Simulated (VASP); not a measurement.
BaO:

```
CELL_PARAMETERS angstrom
0.00000 2.77194 2.77194
2.77194 0.00000 2.77194
2.77194 2.77194 0.00000
ATOMIC_POSITIONS crystal
Ba 0.00000 0.00000 0.00000
O 0.50000 0.50000 0.50000
```

Base run:

```yaml
Program: VASP 6.6.1
Functional: HSE06
Potentials_or_basis: VASP PAW PBE potentials, release 64 (Ba_sv, O)
Cutoff: 520 eV
k_mesh: 6 × 6 × 6
Occupations: gaussian, width 0.01 eV
Spin: no spin polarisation
```

Its results: band gap on the k mesh 3.26 eV; pressure 1.1 GPa.

**Question.** The run is repeated on the same cell with these changes: functional from HSE06 to PBE; cutoff from 520 eV to 600 eV. What comes out?

**Answer.** Band gap on the k mesh 1.98 eV; pressure 2.8 GPa.

Caveats: spin-orbit coupling is left out, which moves the levels of the heavy elements; the PAW data sets were made with another functional, which shifts forces and pressure a little (at least some runs).

A k mesh can miss the band edges.
